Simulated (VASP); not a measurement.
# BP (F-43m) in VASP: a series of runs, part 2 of 2

VASP 6.6.1. Earlier steps stand in the parts before.

## 3. Single point, PBE

The input, INCAR:

```
SYSTEM = BP
  ALGO = Normal
  EDIFF = 1E-6
  ENCUT = 520
  GGA = PE
  ISIF = 2
  ISMEAR = 0
  LASPH = .TRUE.
  LCHARG = .TRUE.
  LELF = .TRUE.
  LREAL = .FALSE.
  LVHAR = .TRUE.
  LWAVE = .FALSE.
  NBANDS = 11
  NELM = 80
  PREC = Accurate
  SIGMA = 0.02
```

The input, KPOINTS:

```
k-points
0
G
  10 10 10
  0 0 0
```

The input, POSCAR:

```
BP
1.0
    0.0000000000      2.2690000000      2.2690000000
    2.2690000000      0.0000000000      2.2690000000
    2.2690000000      2.2690000000      0.0000000000
P B
1 1
Direct
    0.7500000000      0.7500000000      0.7500000000
    0.0000000000      0.0000000000      0.0000000000
```

Potentials or basis: VASP PAW PBE potentials, release 64 (P, B).

Run with:

```bash
cat potpaw_PBE.64/P/POTCAR potpaw_PBE.64/B/POTCAR > POTCAR
mpirun -np 1 vasp_std > vasp.out
```

OUTCAR:

```text
SYSTEM = BP
   EDIFF = 1E-6
   ENCUT = 520
   GGA = PE
   ISIF = 2
   ISMEAR = 0
   LASPH = .TRUE.
   LREAL = .FALSE.
   NELM = 80
   PREC = Accurate

 ion  position               nearest neighbor table
   1  0.750  0.750  0.750-   2 1.97   2 1.97   2 1.97   2 1.97
   2  0.000  0.000  0.000-   1 1.97   1 1.97   1 1.97   1 1.97

  LATTYP: Found a face centered cubic cell.
 ALAT       =     4.5380000000

  Lattice vectors:

 A1 = (   0.0000000000,   2.2690000000,   2.2690000000)
 A2 = (   2.2690000000,   0.0000000000,   2.2690000000)
 A3 = (   2.2690000000,   2.2690000000,   0.0000000000)

Analysis of symmetry for initial positions (statically):
=====================================================================
 Subroutine PRICEL returns:
 Original cell was already a primitive cell.

 Routine SETGRP: Setting up the symmetry group for a
 face centered cubic supercell.

 Subroutine GETGRP returns: Found 24 space group operations
 (whereof 24 operations were pure point group operations)
 out of a pool of 48 trial point group operations.

The static configuration has the point symmetry T_d .

Analysis of symmetry for dynamics (positions and initial velocities):
=====================================================================
 Subroutine PRICEL returns:
 Original cell was already a primitive cell.

 Routine SETGRP: Setting up the symmetry group for a
 face centered cubic supercell.

 Subroutine GETGRP returns: Found 24 space group operations
 (whereof 24 operations were pure point group operations)
 out of a pool of 48 trial point group operations.

The dynamic configuration has the point symmetry T_d .

 Subroutine INISYM returns: Found 24 space group operations
 (whereof 24 operations are pure point group operations),
 and found     1 'primitive' translations

----------------------------------------------------------------------------------------

                                     Primitive cell

  volume of cell :      23.3633

  direct lattice vectors                    reciprocal lattice vectors
     0.000000000  2.269000000  2.269000000    -0.220361393  0.220361393  0.220361393
     2.269000000  0.000000000  2.269000000     0.220361393 -0.220361393  0.220361393
     2.269000000  2.269000000  0.000000000     0.220361393  0.220361393 -0.220361393

  length of vectors
     3.208850573  3.208850573  3.208850573     0.381677128  0.381677128  0.381677128

  position of ions in fractional coordinates (direct lattice)
     0.750000000  0.750000000  0.750000000
     0.000000000  0.000000000  0.000000000

  ion indices of the primitive-cell ions
   primitive index   ion index
                 1           1
                 2           2

----------------------------------------------------------------------------------------

 KPOINTS: k-points

Automatic generation of k-mesh.
 Grid dimensions read from file:
 generate k-points for:   10   10   10

 Generating k-lattice:

  Cartesian coordinates                     Fractional coordinates (reciprocal lattice)
    -0.022036139  0.022036139  0.022036139     0.100000000  0.000000000  0.000000000
     0.022036139 -0.022036139  0.022036139     0.000000000  0.100000000  0.000000000
     0.022036139  0.022036139 -0.022036139     0.000000000  0.000000000  0.100000000

  Length of vectors
     0.038167713  0.038167713  0.038167713

  Shift w.r.t. Gamma in fractional coordinates (k-lattice)
     0.000000000  0.000000000  0.000000000

 Subroutine IBZKPT returns following result:
 ===========================================

 Found     47 irreducible k-points:

 Following reciprocal coordinates:
            Coordinates               Weight
  0.000000  0.000000  0.000000      1.000000
  0.100000  0.000000  0.000000      8.000000
  0.200000  0.000000  0.000000      8.000000
  0.300000  0.000000  0.000000      8.000000
  0.400000  0.000000  0.000000      8.000000
  0.500000  0.000000  0.000000      4.000000
[... 16 lines left out ...]
  0.300000  0.300000  0.000000      6.000000
  0.400000  0.300000  0.000000     24.000000
 [... further k-points ...]
   k-points           NKPTS =     47   k-points in BZ     NKDIM =     47   number of bands    NBANDS=     11
   number of dos      NEDOS =    301   number of ions     NIONS =      2
   total plane-waves  NPLWV =  13824
   dimension x,y,z NGX =    24 NGY =   24 NGZ =   24
   dimension x,y,z NGXF=    48 NGYF=   48 NGZF=   48
   ions per type =               1   1
   NGX,Y,Z   is equivalent  to a cutoff of  12.43, 12.43, 12.43 a.u.
   NGXF,Y,Z  is equivalent  to a cutoff of  24.87, 24.87, 24.87 a.u.
 SYSTEM =  BP
   PREC   = accura    normal or accurate (medium, high low for compatibility)
   ISTART =      0    job   : 0-new  1-cont  2-samecut
   ICHARG =      2    charge: 1-file 2-atom 10-const
   ISPIN  =      1    spin polarized calculation?
   LNONCOLLINEAR =      F non collinear calculations
   LSORBIT =      F    spin-orbit coupling
   LASPH  =      T    aspherical Exc in radial PAW
   ENCUT  =  520.0 eV  38.22 Ry    6.18 a.u.   5.97  5.97  5.97*2*pi/ulx,y,z
   NELM   =     80;   NELMIN=  2; NELMDL= -5     # of ELM steps
   EDIFF  = 0.1E-05   stopping-criterion for ELM
   LREAL  =      F    real-space projection
   EDIFFG = 0.1E-04   stopping-criterion for IOM
   NSW    =      0    number of steps for IOM
   IBRION =     -1    ionic relax: 0-MD 1-quasi-New 2-CG
   NFREE  =      0    steps in history (QN), initial steepest desc. (CG)
   ISIF   =      2    stress and relaxation
   ISYM   =      2    0-nonsym 1-usesym 2-fastsym
   POTIM  = 0.5000    time-step for ionic-motion
   TEBEG  =    0.0;   TEEND  =   0.0 temperature during run
   PSTRESS=    0.0 pullay stress
   NELECT =       8.0000    total number of electrons
   NUPDOWN=      -1.0000    fix difference up-down
   EMIN   =  10.00;   EMAX   =-10.00  energy-range for DOS
   EFERMI =   0.00;   METHOD = LEGACY
   ISMEAR =     0;   SIGMA  =   0.02  broadening in eV -4-tet -1-fermi 0-gaus
   EFERMI_NEDOS =   21; number of points for ismear=-14 and -15
   IALGO  =     38    algorithm
   IMIX   =      4    mixing-type and parameters
     AMIX     =   0.40;   BMIX     =  1.00
     AMIX_MAG =   1.60;   BMIX_MAG =  1.00
  volume/ion in A,a.u.               =      11.68        78.83
  Fermi-wavevector in a.u.,A,eV,Ry     =   1.145320  2.164342 17.847562  1.311759
  Thomas-Fermi vector in A             =   2.282009
   LORBIT       =      0    0 simple, 1 ext, 2 COOP (PROOUT), +10 PAW based schemes
   GGA     = PE    functional components
   LHFCALC =     F    Hartree Fock is set to
   AEXX    =    0.0000 exact exchange contribution
   IVDW    =     0    specifies the selected vdW correction
   LEPSILON=     F    determine dielectric tensor
   LRPA    =     F    only Hartree local field effects (RPA)
 non-spin polarized calculation
 Gauss-broadening in eV      SIGMA  =   0.02
  energy-cutoff  :      520.00
  volume of cell :       23.36
 maximum number of plane-waves:       639
   NGX = 11   NGY = 11   NGZ = 11

 number of electron       8.0000000 magnetization

 Free energy of the ion-electron system (eV)
  ---------------------------------------------------
  ext. energy  EPLUGINS =         0.00000000
  ---------------------------------------------------
  free energy    TOTEN  =       -12.93048094 eV

  energy without entropy =      -12.93048094  energy(sigma->0) =      -12.93048094

 E-fermi :   7.5676     XC(G=0): -10.9072

 val. band max:        7.4329392160   @ k =   0.0000   0.0000   0.0000
 cond. band min:       8.6721153515   @ k =   0.4000   0.4000   0.0000
 fundamental gap:      1.2391761355
 Fermi energy:         7.5675743907

 k-point     1 :       0.0000    0.0000    0.0000
  band No.  band energies     occupation
      1      -8.0275      2.00000
      2       7.4329      2.00000
      3       7.4329      2.00000
      4       7.4329      2.00000
      5      10.8336      0.00000
      6      10.8336      0.00000
      7      10.8336      0.00000
      8      14.8072      0.00000
      9      18.9456      0.00000
     10      19.5616      0.00000
     11      19.5616      0.00000
[... 309 lines left out ...]
 k-point    24 :       0.4000    0.3000    0.0000
  band No.  band energies     occupation
      1      -5.0879      2.00000
      2       1.2728      2.00000
      3       3.3845      2.00000
      4       3.9176      2.00000
      5       9.2444      0.00000
      6      11.0561      0.00000
      7      16.9123      0.00000
      8      16.9206      0.00000
      9      21.4338      0.00000
     10      22.6949      0.00000
     11      24.4914      0.00000

 [... further k-points ...]

------------------------ aborting loop because EDIFF is reached ----------------------------------------

  FORCE on cell =-STRESS in cart. coord.  units (eV):
  Direction    XX          YY          ZZ          XY          YZ          ZX
  --------------------------------------------------------------------------------------
  -------------------------------------------------------------------------------------
  Total        0.1296651      0.1296651      0.1296651      0.0000000      0.0000000      0.0000000
  in kB        8.8920175      8.8920175      8.8920175      0.0000000      0.0000000      0.0000000
  external PRESSURE =       8.8920175 kB  Pullay stress =       0.0000000 kB

 VOLUME and BASIS-vectors are now :
 -----------------------------------------------------------------------------
  energy-cutoff  :      520.00
  volume of cell :       23.36
      direct lattice vectors                 reciprocal lattice vectors
     0.000000000  2.269000000  2.269000000    -0.220361393  0.220361393  0.220361393
     2.269000000  0.000000000  2.269000000     0.220361393 -0.220361393  0.220361393
     2.269000000  2.269000000  0.000000000     0.220361393  0.220361393 -0.220361393

 POSITION                                       TOTAL-FORCE (eV/Angst)
 -----------------------------------------------------------------------------------
      3.40350      3.40350      3.40350         0.000000      0.000000      0.000000
      0.00000      0.00000      0.00000        -0.000000     -0.000000     -0.000000
 -----------------------------------------------------------------------------------
    total drift:                               -0.000000     -0.000000     -0.000000

  FREE ENERGIE OF THE ION-ELECTRON SYSTEM (eV)
  ---------------------------------------------------
  free  energy   TOTEN  =       -12.9304809422 eV

  energy  without entropy=      -12.9304809422  energy(sigma->0) =      -12.93048094
```

stdout:

```text
POSCAR found type information on POSCAR P B
 POSCAR found :  2 types and       2 ions
 scaLAPACK will be used
 LDA part: xc-table for (Slater+PW92), standard interpolation
 POSCAR, INCAR and KPOINTS ok, starting setup
 FFT: planning ... GRIDC
 FFT: planning ... GRID_SOFT
 FFT: planning ... GRID
 WAVECAR not read
 entering main loop
```

It took 4.9 s on 1 thread of Intel Xeon 6975P-C, shared host; peak memory 0.13 GiB.

What came out:

| Quantity | Value |
| --- | --- |
| Free energy | -12.9305 eV |
| Pressure | 0.9 GPa |
| Band gap on the k mesh | 1.24 eV, indirect (least direct gap 3.40 eV) |

## 4. Single point, PBE

The input, INCAR:

```
PREC = Accurate
ENCUT = 520
EDIFF = 1E-6
ISMEAR = 0
SIGMA = 0.020999999999999998
LREAL = False
LASPH = True
NELM = 80
ALGO = Normal
ISIF = 2
LWAVE = False
LCHARG = False
GGA = PE
NBANDS = 11
```

The input, KPOINTS:

```
regular mesh
0
Gamma
  10 10 10
```

POSCAR is that of step 3.

Potentials or basis: VASP PAW PBE potentials, release 64 (P, B).

Run with:

```bash
cat potpaw_PBE.64/P/POTCAR potpaw_PBE.64/B/POTCAR > POTCAR
mpirun -np 1 vasp_std > vasp.out
```

OUTCAR:

```text
PREC = Accurate
   ENCUT = 520
   EDIFF = 1E-6
   ISMEAR = 0
   LREAL = False
   LASPH = True
   NELM = 80
   ISIF = 2
   GGA = PE

 ion  position               nearest neighbor table
   1  0.750  0.750  0.750-   2 1.97   2 1.97   2 1.97   2 1.97
   2  0.000  0.000  0.000-   1 1.97   1 1.97   1 1.97   1 1.97

  LATTYP: Found a face centered cubic cell.
 ALAT       =     4.5380000000

  Lattice vectors:

 A1 = (   0.0000000000,   2.2690000000,   2.2690000000)
 A2 = (   2.2690000000,   0.0000000000,   2.2690000000)
 A3 = (   2.2690000000,   2.2690000000,   0.0000000000)

Analysis of symmetry for initial positions (statically):
=====================================================================
 Subroutine PRICEL returns:
 Original cell was already a primitive cell.

 Routine SETGRP: Setting up the symmetry group for a
 face centered cubic supercell.

 Subroutine GETGRP returns: Found 24 space group operations
 (whereof 24 operations were pure point group operations)
 out of a pool of 48 trial point group operations.

The static configuration has the point symmetry T_d .

Analysis of symmetry for dynamics (positions and initial velocities):
=====================================================================
 Subroutine PRICEL returns:
 Original cell was already a primitive cell.

 Routine SETGRP: Setting up the symmetry group for a
 face centered cubic supercell.

 Subroutine GETGRP returns: Found 24 space group operations
 (whereof 24 operations were pure point group operations)
 out of a pool of 48 trial point group operations.

The dynamic configuration has the point symmetry T_d .

 Subroutine INISYM returns: Found 24 space group operations
 (whereof 24 operations are pure point group operations),
 and found     1 'primitive' translations

----------------------------------------------------------------------------------------

                                     Primitive cell
[... 112 lines left out ...]
  volume/ion in A,a.u.               =      11.68        78.83
  Fermi-wavevector in a.u.,A,eV,Ry     =   1.145320  2.164342 17.847562  1.311759
  Thomas-Fermi vector in A             =   2.282009
   LORBIT       =      0    0 simple, 1 ext, 2 COOP (PROOUT), +10 PAW based schemes
   GGA     = PE    functional components
   LHFCALC =     F    Hartree Fock is set to
   AEXX    =    0.0000 exact exchange contribution
   IVDW    =     0    specifies the selected vdW correction
   LEPSILON=     F    determine dielectric tensor
   LRPA    =     F    only Hartree local field effects (RPA)
 non-spin polarized calculation
 Gauss-broadening in eV      SIGMA  =   0.02
  energy-cutoff  :      520.00
  volume of cell :       23.36
 maximum number of plane-waves:       639
   NGX = 11   NGY = 11   NGZ = 11

 number of electron       8.0000000 magnetization

 Free energy of the ion-electron system (eV)
  ---------------------------------------------------
  ext. energy  EPLUGINS =         0.00000000
  ---------------------------------------------------
  free energy    TOTEN  =       -12.93048094 eV

  energy without entropy =      -12.93048094  energy(sigma->0) =      -12.93048094

 E-fermi :   7.5676     XC(G=0): -10.9072

 val. band max:        7.4329392161   @ k =   0.0000   0.0000   0.0000
 cond. band min:       8.6721153515   @ k =   0.4000   0.4000   0.0000
 fundamental gap:      1.2391761354
 Fermi energy:         7.5675743907

 k-point     1 :       0.0000    0.0000    0.0000
  band No.  band energies     occupation
      1      -8.0275      2.00000
      2       7.4329      2.00000
      3       7.4329      2.00000
      4       7.4329      2.00000
      5      10.8336      0.00000
      6      10.8336      0.00000
      7      10.8336      0.00000
      8      14.8072      0.00000
      9      18.9456      0.00000
     10      19.5616      0.00000
     11      19.5616      0.00000
[... 309 lines left out ...]
 k-point    24 :       0.4000    0.3000    0.0000
  band No.  band energies     occupation
      1      -5.0879      2.00000
      2       1.2728      2.00000
      3       3.3845      2.00000
      4       3.9176      2.00000
      5       9.2444      0.00000
      6      11.0561      0.00000
      7      16.9123      0.00000
      8      16.9206      0.00000
      9      21.4338      0.00000
     10      22.6949      0.00000
     11      24.4914      0.00000

 [... further k-points ...]
[... 5 lines left out ...]
  --------------------------------------------------------------------------------------
  -------------------------------------------------------------------------------------
  Total        0.1296651      0.1296651      0.1296651     -0.0000000      0.0000000     -0.0000000
  in kB        8.8920174      8.8920174      8.8920174     -0.0000000      0.0000000     -0.0000000
  external PRESSURE =       8.8920174 kB  Pullay stress =       0.0000000 kB

 VOLUME and BASIS-vectors are now :
 -----------------------------------------------------------------------------
  energy-cutoff  :      520.00
  volume of cell :       23.36
      direct lattice vectors                 reciprocal lattice vectors
     0.000000000  2.269000000  2.269000000    -0.220361393  0.220361393  0.220361393
     2.269000000  0.000000000  2.269000000     0.220361393 -0.220361393  0.220361393
     2.269000000  2.269000000  0.000000000     0.220361393  0.220361393 -0.220361393

 POSITION                                       TOTAL-FORCE (eV/Angst)
 -----------------------------------------------------------------------------------
      3.40350      3.40350      3.40350         0.000000     -0.000000      0.000000
      0.00000      0.00000      0.00000        -0.000000      0.000000     -0.000000
 -----------------------------------------------------------------------------------
    total drift:                               -0.000000     -0.000000     -0.000000

  FREE ENERGIE OF THE ION-ELECTRON SYSTEM (eV)
  ---------------------------------------------------
  free  energy   TOTEN  =       -12.9304809422 eV

  energy  without entropy=      -12.9304809422  energy(sigma->0) =      -12.93048094
```

stdout:

```text
POSCAR found type information on POSCAR P B
 POSCAR found :  2 types and       2 ions
 scaLAPACK will be used
 LDA part: xc-table for (Slater+PW92), standard interpolation
 POSCAR, INCAR and KPOINTS ok, starting setup
 FFT: planning ... GRIDC
 FFT: planning ... GRID_SOFT
 FFT: planning ... GRID
 WAVECAR not read
 entering main loop
```

Wall time 6.1 s (1 thread of Intel Xeon 6975P-C, shared host); peak memory 0.14 GiB.

What came out:

* Free energy: -12.9305 eV
* Pressure: 0.9 GPa
* Band gap on the k mesh: 1.24 eV, indirect (least direct gap 3.40 eV)

Levels at points of the mesh, in eV from the valence-band top:
```tsv
k point	band 1	band 2	band 3	band 4	band 5	band 6	band 7	band 8	band 9
(0.00, 0.00, 0.00)	-15.46	0.00	0.00	0.00	3.40	3.40	3.40	7.37	11.51
(0.50, 0.00, 0.00)	-12.14	-9.03	-1.76	-1.76	3.78	4.71	4.71	10.13	14.63
(0.50, 0.50, 0.00)	-10.61	-8.58	-4.11	-4.11	1.33	1.66	12.12	12.12	15.23
```

## 5. Summary

| smearing | gap on the mesh (eV) | pressure (GPa) |
| --- | --- | --- |
| gaussian 0.018 eV | 1.24 | 0.9 |
| gaussian 0.02 eV | 1.24 | 0.9 |
| gaussian 0.021 eV | 1.24 | 0.9 |

Alike in all rows: task single point; level PBE; potentials or basis VASP PAW PBE potentials, release 64 (P, B); no spin polarisation; cell as given; k mesh 10 × 10 × 10; cutoff (eV) 520.

On the cell as given the gap runs from 1.24 eV (PBE) to 1.24 eV (PBE).

Total energies depend on the potentials used, so only differences within one code and one set of settings carry meaning.
